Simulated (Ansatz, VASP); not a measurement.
# Sn in VASP and in Ansatz

```
CELL_PARAMETERS angstrom
0.00000 3.28446 3.28446
3.28446 0.00000 3.28446
3.28446 3.28446 0.00000
ATOMIC_POSITIONS crystal
Sn 0.00000 0.00000 0.00000
Sn 0.25000 0.25000 0.25000
```

Alike in both runs: task single point; functional HSE06; k mesh 4 × 4 × 4; occupations fermi-dirac, width 0.02 eV; no spin polarisation.

```csv
,VASP,Ansatz
version,VASP 6.6.1,Ansatz 0.2.0
potentials or method,"VASP PAW PBE potentials, release 64 (Sn_d)","plane waves, PAW"
plane-wave cutoff (eV),520,420
valence electrons in the cell,28,28
```

|  | VASP | Ansatz | Ansatz less VASP |
| --- | --- | --- | --- |
| pressure (GPa) | 0.2 | 0.2 | +0.04 |

Ansatz's warnings: filled band counts differ across k points, stress exchange threshold loose, stress scf threshold loose.

The k mesh is coarse, so the values compare programs but aren't converged.
